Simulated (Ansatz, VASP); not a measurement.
**Be3TeSe2: VASP beside Ansatz**

File INCAR:

```
SYSTEM = Be3TeSe2
PREC = Accurate
ENCUT = 600
EDIFF = 1E-7
ISMEAR = 0
SIGMA = 0.15
LREAL = .FALSE.
LASPH = .TRUE.
NELM = 120
ALGO = Normal
ISIF = 3
LWAVE = .FALSE.
LCHARG = .FALSE.
GGA = PE
IBRION = 2
NSW = 36
EDIFFG = -0.08
GGA_COMPAT = .FALSE.
NELMIN = 4
```

The input KPOINTS:

```
Automatic mesh
0
G
  3 3 2
  0 0 0
```

POSCAR

```
Be3TeSe2
1.0
    4.2126490600      0.0000000000      0.0000000000
   -2.1063245300      3.6482611100      0.0000000000
    0.0000000000      0.0000000000      8.7548834500
Be Te Se
3 1 2
Direct
    0.5000000000      0.0000000000      0.0000000000
    0.0000000000      0.5000000000      0.0000000000
    0.5000000000      0.5000000000      0.0000000000
    0.0000000000      0.0000000000      0.5000000000
    0.3333333300      0.6666666700      0.8445338300
    0.6666666700      0.3333333300      0.1554661700
```

Input for Ansatz:

```yaml
crystal:
  lattice:
    - [4.21264906, 0.0, 0.0]
    - [-2.10632453, 3.64826111, 0.0]
    - [0.0, 0.0, 8.75488345]
  atoms:
    - { symbol: Be, position: [0.5, 0.0, 0.0] }
    - { symbol: Be, position: [0.0, 0.5, 0.0] }
    - { symbol: Be, position: [0.5, 0.5, 0.0] }
    - { symbol: Te, position: [0.0, 0.0, 0.5] }
    - { symbol: Se, position: [0.33333333, 0.66666667, 0.84453383] }
    - { symbol: Se, position: [0.66666667, 0.33333333, 0.15546617] }
basis:
  ecutwfc: 420
kpoints:
  mp_grid: { grid: [3, 3, 2] }
hamiltonian:
  xc: pbe
scf:
  occupations: { method: gaussian, width: 0.15 }
  lower_state_search: "off"
output:
  forces: true
  stress: true
  eigenvalues: true
relax:
  adjacent_minimum: "off"
  f_tol: 0.08
  max_steps: 16
  cell: { stress_tol: 0.8 }
```

Alike in both runs: task relaxation of cell and atoms; functional PBE; k mesh 3 × 3 × 2; occupations gaussian, width 0.15 eV; no spin polarisation.

|  | VASP | Ansatz |
| --- | --- | --- |
| version | VASP 6.6.1 | Ansatz 0.2.0 |
| potentials or method | VASP PAW PBE potentials, release 64 (Be, Te, Se), cutoff 600 eV | scalar-relativistic, plane waves, PAW |
| valence electrons in the cell | 24 | 54 |

VASP gave:

```
gap on the k mesh at the Fermi level, each at its own relaxed structure (eV) : none
relaxed volume (Å³/atom)                                                     : 25.13
relaxed length of the cell vector where the two differ most in proportion (Å)              : 4.303
```

Question: Estimate Ansatz's values.

Answer: gap on the k mesh at the Fermi level, each at its own relaxed structure (eV): none; relaxed volume (Å³/atom): 24.79; relaxed length of the cell vector where the two differ most in proportion (Å): 4.252.

A gap of «none» marks a metal or a gap that the smearing closes. VASP's potentials hold 24 valence electrons a cell and Ansatz's 54, so a difference there can come from the potentials and not from the codes.

The k mesh is coarse, so the values compare programs but aren't converged. Spin-orbit coupling is off throughout.
